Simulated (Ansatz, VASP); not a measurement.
# Sc2Al in VASP and in Ansatz

INCAR

```
PREC = Accurate
ENCUT = 520
EDIFF = 1E-6
ISMEAR = 0
SIGMA = 0.15
LREAL = False
LASPH = True
NELM = 100
ALGO = Fast
ISIF = 2
LWAVE = False
LCHARG = False
GGA = PS
NBANDS = 34
```

Contents of KPOINTS:

```
regular mesh
0
Gamma
  12 12 8
```

File POSCAR:

```
Sc2Al
1.0
    4.6083540236      0.0000000000      0.0000000000
   -2.3041770118      3.9909516541      0.0000000000
    0.0000000000      0.0000000000      6.2375876032
Sc Al
4 2
Direct
    0.0000000000      0.0000000000      0.0000000000
    0.0000000000      0.0000000000      0.5000000000
    0.3333333333      0.6666666667      0.7500000000
    0.6666666667      0.3333333333      0.2500000000
    0.3333333333      0.6666666667      0.2500000000
    0.6666666667      0.3333333333      0.7500000000
```

Input for Ansatz:

```yaml
crystal:
  lattice:
    - [4.6083540236, 0.0, 0.0]
    - [-2.3041770118, 3.9909516541, 0.0]
    - [0.0, 0.0, 6.2375876032]
  atoms:
    - { symbol: Sc, position: [0.0, 0.0, 0.0] }
    - { symbol: Sc, position: [0.0, 0.0, 0.5] }
    - { symbol: Sc, position: [0.3333333333, 0.6666666667, 0.75] }
    - { symbol: Sc, position: [0.6666666667, 0.3333333333, 0.25] }
    - { symbol: Al, position: [0.3333333333, 0.6666666667, 0.25] }
    - { symbol: Al, position: [0.6666666667, 0.3333333333, 0.75] }
basis:
  ecutwfc: 420
kpoints:
  mp_grid: { grid: [12, 12, 8] }
hamiltonian:
  xc: pbesol
scf:
  occupations: { method: gaussian, width: 0.15 }
output:
  forces: true
  stress: true
  eigenvalues: true
```

Change from the starting cell: strain -0.050 along x and y, +0.025 along z, atoms carried along.

Alike in both runs: task single point; functional PBEsol; k mesh 12 × 12 × 8; occupations gaussian, width 0.15 eV; no spin polarisation.

|  | VASP | Ansatz |
| --- | --- | --- |
| version | VASP 6.6.1 | Ansatz 0.2.0 |
| potentials or method | VASP PAW PBE potentials, release 64 (Sc_sv, Al), cutoff 520 eV | scalar-relativistic, plane waves, PAW |
| valence electrons in the cell | 50 | 50 |

```tsv
	VASP	Ansatz	Ansatz less VASP
gap on the k mesh at the Fermi level (eV)	none	none	-
pressure (GPa)	7.8	7.6	-0.22
traceless stress, the component that is largest in VASP (GPa)	-7.67	-7.64	+0.036
```

VASP's potentials were made for PBE, not for PBEsol. A gap of «none» marks a metal or a gap that the smearing closes. The functional is the same, so the differences come from potentials, cutoffs and numerics.
